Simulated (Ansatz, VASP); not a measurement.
## Two plane-wave programs on La

```
La
1.0
     0.00000    2.64076    2.64076
     2.64076    0.00000    2.64076
     2.64076    2.64076    0.00000
La
1
Direct
  0.00000 0.00000 0.00000
```

Alike in both runs: task single point; functional BLYP; k mesh 16 × 16 × 16; occupations fermi-dirac, width 0.1 eV; no spin polarisation.

|  | VASP | Ansatz |
| --- | --- | --- |
| version | VASP 6.6.1 | Ansatz 0.2.0 |
| potentials or method | VASP PAW PBE potentials, release 64 (La), cutoff 520 eV | plane waves (420 eV) with PAW, scalar-relativistic |
| valence electrons in the cell | 11 | 11 |

|  | VASP | Ansatz | Ansatz less VASP |
| --- | --- | --- | --- |
| pressure (GPa) | 2.2 | 2.2 | +0.04 |

VASP's potentials were made for PBE, not for BLYP.

Spin-orbit coupling is off throughout.
